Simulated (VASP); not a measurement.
# Al2O3 (P-3m1) in VASP: notebook

Runs on Al2O3. Level: PBE+D3(BJ). Tasks: single point.

Program: VASP 6.6.1. These are calculated values, not measurements. Logs are shortened: lines on timing, memory, paths and dates and some standing lists are left out, and cuts for length are marked.

### Step 1. The cell of the first run

The structure is trigonal, space group P-3m1 (No. 164). The conventional cell has a = 3.185 Å, b = 3.185 Å, c = 6.797 Å, α = 90.00°, β = 90.00°, γ = 120.00°. Within 2.0 Å of Al (site symmetry 3m) lie 4 O at 1.51 to 1.91 Å. O (site symmetry 3m) has 3 Al at 1.91 Å within 2.5 Å. O (site symmetry -3m) has 2 Al at 1.51 Å within 2.0 Å.

### Step 2. Single point, PBE+D3(BJ)

The input, INCAR:

```
ALGO = Normal
EDIFF = 1E-7
ENCUT = 520
GGA = PE
ISIF = 2
ISMEAR = 0
IVDW = 12
LASPH = T
LCHARG = T
LELF = T
LREAL = F
LVHAR = T
LWAVE = F
NBANDS = 20
NELM = 60
PREC = Accurate
SIGMA = 0.05
```

The input, KPOINTS:

```
k-points
0
Gamma
  12 12 4
```

The input, POSCAR:

```
Al2O3
1.0
    3.1854573241      0.0000000000      0.0000000000
   -1.5927286620      2.7586869653      0.0000000000
    0.0000000000      0.0000000000      6.7968505109
Al O
2 3
Direct
    0.0000000000      0.0000000000      0.2779510000
    0.0000000000      0.0000000000      0.7220490000
    0.3333333333      0.6666666667      0.1994540000
    0.6666666667      0.3333333333      0.8005460000
    0.0000000000      0.0000000000      0.5000000000
```

Potentials or basis: VASP PAW PBE potentials, release 64 (Al, O).

On the command line:

```sh
cat potpaw_PBE.64/Al/POTCAR potpaw_PBE.64/O/POTCAR > POTCAR
mpirun -np 1 vasp_std > vasp.out
```

OUTCAR:

```text
EDIFF = 1E-7
   ENCUT = 520
   GGA = PE
   ISIF = 2
   ISMEAR = 0
   IVDW = 12
   LASPH = T
   LREAL = F
   NELM = 60
   PREC = Accurate
 IVDW          = 12

 ion  position               nearest neighbor table
   1  0.000  0.000  0.278-   5 1.51   3 1.91   3 1.91   3 1.91   2 3.02
   2  0.000  0.000  0.722-   5 1.51   4 1.91   4 1.91   4 1.91   1 3.02
   3  0.333  0.667  0.199-   1 1.91   1 1.91   1 1.91
   4  0.667  0.333  0.801-   2 1.91   2 1.91   2 1.91
   5  0.000  0.000  0.500-   1 1.51   2 1.51

  LATTYP: Found a hexagonal cell.
 ALAT       =     3.1854573241
 C/A-ratio  =     2.1337126256

  Lattice vectors:

 A1 = (   3.1854573241,   0.0000000000,   0.0000000000)
 A2 = (  -1.5927286620,   2.7586869653,   0.0000000000)
 A3 = (   0.0000000000,   0.0000000000,   6.7968505109)

Analysis of symmetry for initial positions (statically):
=====================================================================
 Subroutine PRICEL returns:
 Original cell was already a primitive cell.

 Routine SETGRP: Setting up the symmetry group for a
 hexagonal supercell.

 Subroutine GETGRP returns: Found 12 space group operations
 (whereof 12 operations were pure point group operations)
 out of a pool of 24 trial point group operations.

The static configuration has the point symmetry D_3d.

Analysis of symmetry for dynamics (positions and initial velocities):
=====================================================================
 Subroutine PRICEL returns:
 Original cell was already a primitive cell.

 Routine SETGRP: Setting up the symmetry group for a
 hexagonal supercell.

 Subroutine GETGRP returns: Found 12 space group operations
 (whereof 12 operations were pure point group operations)
 out of a pool of 24 trial point group operations.

The dynamic configuration has the point symmetry D_3d.

 Subroutine INISYM returns: Found 12 space group operations
 (whereof 12 operations are pure point group operations),
 and found     1 'primitive' translations

----------------------------------------------------------------------------------------

                                     Primitive cell

  volume of cell :      59.7285

  direct lattice vectors                    reciprocal lattice vectors
     3.185457324  0.000000000  0.000000000     0.313926667  0.181245646  0.000000000
    -1.592728662  2.758686965  0.000000000     0.000000000  0.362491291  0.000000000
     0.000000000  0.000000000  6.796850511     0.000000000  0.000000000  0.147126967

  length of vectors
     3.185457324  3.185457324  6.796850511     0.362491291  0.362491291  0.147126967

  position of ions in fractional coordinates (direct lattice)
     0.000000000  0.000000000  0.277951000
     0.000000000  0.000000000  0.722049000
     0.333333333  0.666666667  0.199454000
     0.666666667  0.333333333  0.800546000
     0.000000000  0.000000000  0.500000000

  ion indices of the primitive-cell ions
   primitive index   ion index
                 1           1
                 2           2
                 3           3
                 4           4
                 5           5

----------------------------------------------------------------------------------------

 KPOINTS: k-points

Automatic generation of k-mesh.
 Grid dimensions read from file:
 generate k-points for:   12   12    4

 Generating k-lattice:

  Cartesian coordinates                     Fractional coordinates (reciprocal lattice)
     0.026160556  0.015103804  0.000000000     0.083333333  0.000000000  0.000000000
     0.000000000  0.030207608  0.000000000     0.000000000  0.083333333  0.000000000
     0.000000000  0.000000000  0.036781742     0.000000000  0.000000000  0.250000000

  Length of vectors
     0.030207608  0.030207608  0.036781742

  Shift w.r.t. Gamma in fractional coordinates (k-lattice)
     0.000000000  0.000000000  0.000000000

 Subroutine IBZKPT returns following result:
 ===========================================

 Found     69 irreducible k-points:

 Following reciprocal coordinates:
            Coordinates               Weight
  0.000000  0.000000  0.000000      1.000000
  0.083333  0.000000  0.000000      6.000000
  0.166667  0.000000  0.000000      6.000000
  0.250000  0.000000  0.000000      6.000000
  0.333333 -0.000000  0.000000      6.000000
  0.416667  0.000000  0.000000      6.000000
[... 16 lines left out ...]
  0.166667  0.000000  0.250000      6.000000
  0.000000  0.166667  0.250000      6.000000
 [... further k-points ...]
   k-points           NKPTS =     69   k-points in BZ     NKDIM =     69   number of bands    NBANDS=     20
   number of dos      NEDOS =    301   number of ions     NIONS =      5
   total plane-waves  NPLWV =  31104
   dimension x,y,z NGX =    24 NGY =   24 NGZ =   54
   dimension x,y,z NGXF=    48 NGYF=   48 NGZF=  108
   ions per type =               2   3
   NGX,Y,Z   is equivalent  to a cutoff of  12.53, 12.53, 13.21 a.u.
   NGXF,Y,Z  is equivalent  to a cutoff of  25.05, 25.05, 26.42 a.u.
 SYSTEM =  unknown system
   PREC   = accura    normal or accurate (medium, high low for compatibility)
   ISTART =      0    job   : 0-new  1-cont  2-samecut
   ICHARG =      2    charge: 1-file 2-atom 10-const
   ISPIN  =      1    spin polarized calculation?
   LNONCOLLINEAR =      F non collinear calculations
   LSORBIT =      F    spin-orbit coupling
   LASPH  =      T    aspherical Exc in radial PAW
   ENCUT  =  520.0 eV  38.22 Ry    6.18 a.u.   5.92  5.92 12.64*2*pi/ulx,y,z
   NELM   =     60;   NELMIN=  2; NELMDL= -5     # of ELM steps
   EDIFF  = 0.1E-06   stopping-criterion for ELM
   LREAL  =      F    real-space projection
   EDIFFG = 0.1E-05   stopping-criterion for IOM
   NSW    =      0    number of steps for IOM
   IBRION =     -1    ionic relax: 0-MD 1-quasi-New 2-CG
   NFREE  =      0    steps in history (QN), initial steepest desc. (CG)
   ISIF   =      2    stress and relaxation
   ISYM   =      2    0-nonsym 1-usesym 2-fastsym
   POTIM  = 0.5000    time-step for ionic-motion
   TEBEG  =    0.0;   TEEND  =   0.0 temperature during run
   PSTRESS=    0.0 pullay stress
   NELECT =      24.0000    total number of electrons
   NUPDOWN=      -1.0000    fix difference up-down
   EMIN   =  10.00;   EMAX   =-10.00  energy-range for DOS
   EFERMI =   0.00;   METHOD = LEGACY
   ISMEAR =     0;   SIGMA  =   0.05  broadening in eV -4-tet -1-fermi 0-gaus
   EFERMI_NEDOS =   21; number of points for ismear=-14 and -15
   IALGO  =     38    algorithm
   IMIX   =      4    mixing-type and parameters
     AMIX     =   0.40;   BMIX     =  1.00
     AMIX_MAG =   1.60;   BMIX_MAG =  1.00
  volume/ion in A,a.u.               =      11.95        80.61
  Fermi-wavevector in a.u.,A,eV,Ry     =   1.208049  2.282882 19.856107  1.459383
  Thomas-Fermi vector in A             =   2.343669
   LORBIT       =      0    0 simple, 1 ext, 2 COOP (PROOUT), +10 PAW based schemes
   GGA     = PE    functional components
   LHFCALC =     F    Hartree Fock is set to
   AEXX    =    0.0000 exact exchange contribution
   IVDW    =    12    specifies the selected vdW correction
   LEPSILON=     F    determine dielectric tensor
   LRPA    =     F    only Hartree local field effects (RPA)
 non-spin polarized calculation
 Gauss-broadening in eV      SIGMA  =   0.05
  energy-cutoff  :      520.00
  volume of cell :       59.73
 maximum number of plane-waves:      1626
   NGX = 11   NGY = 11   NGZ = 25

 number of electron      23.9999995 magnetization

 Free energy of the ion-electron system (eV)
  ---------------------------------------------------
  ext. energy  EPLUGINS =         0.00000000
  ---------------------------------------------------
  free energy    TOTEN  =       -34.45298438 eV

  energy without entropy =      -34.45298438  energy(sigma->0) =      -34.45298438

 E-fermi :   2.8470     XC(G=0):  -9.7299

 val. band max:        2.5290062372   @ k =   0.3333   0.0833   0.2500
 cond. band min:       5.8279127927   @ k =   0.0000   0.0000   0.0000
 fundamental gap:      3.2989065555
 Fermi energy:         2.8469834502

 k-point     1 :       0.0000    0.0000    0.0000
  band No.  band energies     occupation
      1     -15.2559      2.00000
      2     -14.4627      2.00000
      3     -13.7999      2.00000
      4      -2.1721      2.00000
      5       0.1674      2.00000
      6       0.6212      2.00000
[... 12 lines left out ...]
     19      15.4464      0.00000
     20      15.4655      0.00000

 k-point     2 :       0.0833    0.0000    0.0000
  band No.  band energies     occupation
      1     -15.2080      2.00000
      2     -14.4281      2.00000
      3     -13.7912      2.00000
      4      -2.1810      2.00000
      5       0.0349      2.00000
      6       0.4523      2.00000
[... 12 lines left out ...]
     19      15.6390      0.00000
     20      15.6730      0.00000

 k-point     3 :       0.1667    0.0000    0.0000
  band No.  band energies     occupation
      1     -15.0706      2.00000
      2     -14.3318      2.00000
      3     -13.7701      2.00000
      4      -2.2328      2.00000
      5      -0.4248      2.00000
      6       0.0449      2.00000
[... 12 lines left out ...]
     19      15.9342      0.00000
     20      16.1988      0.00000

 k-point     4 :       0.2500    0.0000    0.0000
  band No.  band energies     occupation
      1     -14.8642      2.00000
      2     -14.1976      2.00000
      3     -13.7514      2.00000
      4      -2.3855      2.00000
      5      -1.0654      2.00000
      6      -0.4211      2.00000
[... 12 lines left out ...]
     19      16.0723      0.00000
     20      16.3655      0.00000

 k-point     5 :       0.3333   -0.0000    0.0000
  band No.  band energies     occupation
      1     -14.6234      2.00000
      2     -14.0653      2.00000
      3     -13.7517      2.00000
      4      -2.6408      2.00000
      5      -1.6708      2.00000
      6      -0.7341      2.00000
[... 12 lines left out ...]
     19      16.2632      0.00000
     20      16.4861      0.00000

 k-point     6 :       0.4167    0.0000    0.0000
  band No.  band energies     occupation
      1     -14.4004      2.00000
      2     -13.9904      2.00000
      3     -13.7667      2.00000
      4      -2.8791      2.00000
      5      -2.0928      2.00000
      6      -0.9059      2.00000
[... 12 lines left out ...]
     19      15.8925      0.00000
     20      16.6852      0.00000

 k-point     7 :       0.5000    0.0000    0.0000
  band No.  band energies     occupation
      1     -14.2921      2.00000
      2     -13.9895      2.00000
      3     -13.7704      2.00000
      4      -2.9737      2.00000
      5      -2.2435      2.00000
      6      -0.9632      2.00000
[... 12 lines left out ...]
     19      15.7415      0.00000
     20      16.7347      0.00000
[... 277 lines left out ...]
 k-point    20 :       0.0000    0.0000    0.2500
  band No.  band energies     occupation
      1     -15.2189      2.00000
      2     -14.5555      2.00000
      3     -13.7419      2.00000
      4      -2.2327      2.00000
      5       0.4231      2.00000
      6       0.5903      2.00000
[... 12 lines left out ...]
     19      15.6752      0.00000
     20      15.6752      0.00000

 k-point    21 :       0.0833    0.0000    0.2500
  band No.  band energies     occupation
      1     -15.1720      2.00000
      2     -14.5182      2.00000
      3     -13.7348      2.00000
      4      -2.2263      2.00000
      5       0.1914      2.00000
      6       0.3598      2.00000
[... 12 lines left out ...]
     19      15.2627      0.00000
     20      15.8865      0.00000

 k-point    22 :       0.0000    0.0833    0.2500
  band No.  band energies     occupation
      1     -15.1718      2.00000
      2     -14.5188      2.00000
      3     -13.7343      2.00000
      4      -2.2282      2.00000
      5       0.1188      2.00000
      6       0.4220      2.00000
[... 12 lines left out ...]
     19      15.2680      0.00000
     20      15.8317      0.00000

 k-point    23 :       0.1667    0.0000    0.2500
  band No.  band energies     occupation
      1     -15.0384      2.00000
      2     -14.4127      2.00000
      3     -13.7197      2.00000
      4      -2.2370      2.00000
      5      -0.3370      2.00000
      6      -0.0988      2.00000
[... 12 lines left out ...]
     19      15.4043      0.00000
     20      16.4324      0.00000

 k-point    24 :       0.0000    0.1667    0.2500
  band No.  band energies     occupation
      1     -15.0366      2.00000
      2     -14.4175      2.00000
      3     -13.7164      2.00000
      4      -2.2523      2.00000
      5      -0.4424      2.00000
      6      -0.0774      2.00000
[... 12 lines left out ...]
     19      15.4983      0.00000
     20      16.3184      0.00000

 [... further k-points ...]

------------------------ aborting loop because EDIFF is reached ----------------------------------------

 Edisp (eV)   -0.84489

 E8    (eV) :    -0.3216

  FORCE on cell =-STRESS in cart. coord.  units (eV):
  Direction    XX          YY          ZZ          XY          YZ          ZX
  --------------------------------------------------------------------------------------
  -------------------------------------------------------------------------------------
  Total      -7.74589    -7.74589    26.01187    -0.00000    -0.00000     0.00000
  in kB    -207.77818  -207.77818   697.75070    -0.00000    -0.00000     0.00000
  external pressure =       94.06 kB  Pullay stress =        0.00 kB

 VOLUME and BASIS-vectors are now :
 -----------------------------------------------------------------------------
  energy-cutoff  :      520.00
  volume of cell :       59.73
      direct lattice vectors                 reciprocal lattice vectors
     3.185457324  0.000000000  0.000000000     0.313926667  0.181245646  0.000000000
    -1.592728662  2.758686965  0.000000000     0.000000000  0.362491291  0.000000000
     0.000000000  0.000000000  6.796850511     0.000000000  0.000000000  0.147126967

 POSITION                                       TOTAL-FORCE (eV/Angst)
 -----------------------------------------------------------------------------------
      0.00000      0.00000      1.88919         0.000000      0.000000     -8.454686
      0.00000      0.00000      4.90766        -0.000000      0.000000      8.454686
     -0.00000      1.83912      1.35566        -0.000000      0.000000      0.019276
      1.59273      0.91956      5.44119         0.000000      0.000000     -0.019276
      0.00000      0.00000      3.39843        -0.000000      0.000000      0.000000
 -----------------------------------------------------------------------------------
    total drift:                                0.000000      0.000000     -0.000000

  FREE ENERGIE OF THE ION-ELECTRON SYSTEM (eV)
  ---------------------------------------------------
  free  energy   TOTEN  =       -35.2978740072 eV

  energy  without entropy=      -35.2978740072  energy(sigma->0) =      -35.29787401
```

It took 27 s on 1 thread of Intel Xeon 6975P-C (Granite Rapids), shared host; peak memory 0.22 GiB.

Results:

- Free energy: -35.2979 eV
- Pressure: 9.4 GPa
- Largest force: 8.455 eV/Å
- Band gap on the k mesh: 3.30 eV, indirect (least direct gap 3.67 eV)
- Dispersion energy per atom: -0.169 eV

Forces in eV/Å, atoms in the order of the input:
```
Al   0.000  0.000 -8.455
Al   0.000  0.000  8.455
O    0.000  0.000  0.019
O    0.000  0.000 -0.019
O    0.000  0.000  0.000
```

Levels at points of the mesh, in eV from the valence-band top:
```csv
k point,band 10,band 11,band 12,band 13,band 14,band 15
"(0.00, 0.00, 0.00)",-0.41,-0.41,-0.37,3.30,5.44,8.69
"(0.50, 0.00, 0.00)",-0.91,-0.60,-0.20,5.84,7.70,8.87
"(0.00, 0.00, 0.50)",-1.16,-0.41,-0.41,4.11,4.72,9.34
"(0.50, 0.00, 0.50)",-1.25,-0.56,-0.01,6.54,6.71,9.50
```

Caveat: forces of over 1 eV/Å act on the atoms, so gaps and moduli don't describe the material at rest.

(Continued in part 2 of 2.)
